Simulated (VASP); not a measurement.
## B2Se: single point with PBE

B2Se:

```
CELL_PARAMETERS angstrom
3.77148 -3.77201 0.00000
3.77148 3.77201 0.00000
0.00000 0.00000 3.18669
ATOMIC_POSITIONS crystal
B 0.00000 0.22831 0.50000
B 0.00000 0.77169 0.50000
B 0.22831 0.00000 0.50000
B 0.77169 0.00000 0.50000
Se 0.00000 0.50000 0.00000
Se 0.50000 0.00000 0.00000
```

```json
{
 "Program": "VASP 6.6.1",
 "Task": "single point",
 "Functional": "PBE",
 "Potentials or basis": "VASP PAW PBE potentials, release 64 (B, Se)",
 "Cutoff": "520 eV",
 "k mesh": "4 × 4 × 6",
 "Occupations": "gaussian, width 0.1 eV",
 "Spin": "no spin polarisation",
 "Dipole correction": "no",
 "Further INCAR settings": "ALGO = Normal; EDIFF = 1e-07; NBANDS = 21"
}
```

```yaml
Pressure: 0.1 GPa
Band_gap_on_the_k_mesh: zero (band 12 reaches 3.75 eV, above the bottom of band 13 at 2.22 eV)
```

Forces in eV/Å, atoms in the order of the input:
```
B    0.000 -0.003  0.000
B    0.000  0.003  0.000
B    0.000  0.003  0.000
B    0.000 -0.003  0.000
Se   0.000  0.000  0.000
Se   0.000  0.000  0.000
```

Levels at points of the mesh, in eV from the Fermi level:
| k point | band 8 | band 9 | band 10 | band 11 | band 12 | band 13 | band 14 | band 15 | band 16 | band 17 |
| --- | --- | --- | --- | --- | --- | --- | --- | --- | --- | --- |
| (0.00, 0.00, 0.00) | -2.54 | -2.29 | -1.42 | 0.75 | 0.75 | 1.52 | 2.70 | 2.83 | 2.84 | 4.33 |
| (0.50, 0.00, 0.00) | -2.63 | -2.11 | -1.23 | -0.21 | 0.75 | 1.78 | 2.02 | 2.85 | 3.03 | 6.52 |
| (0.50, 0.50, 0.00) | -3.65 | -2.10 | -2.10 | -1.16 | -0.35 | 1.41 | 2.87 | 2.87 | 5.74 | 5.86 |
| (0.00, 0.00, 0.50) | -4.90 | -4.90 | -1.52 | -1.42 | -0.78 | -0.78 | 2.29 | 2.29 | 6.31 | 6.32 |
| (0.50, 0.00, 0.50) | -4.79 | -2.13 | -1.86 | -1.27 | -1.18 | -0.58 | 1.60 | 2.60 | 3.37 | 5.24 |
| (0.50, 0.50, 0.50) | -2.32 | -2.30 | -1.89 | -1.89 | -0.85 | -0.23 | 0.15 | 3.05 | 3.05 | 4.52 |

It took 25 s on 1 thread of Intel(R) Xeon(R) 6975P-C (Granite Rapids) (shared host), peak memory 0.2 GiB.
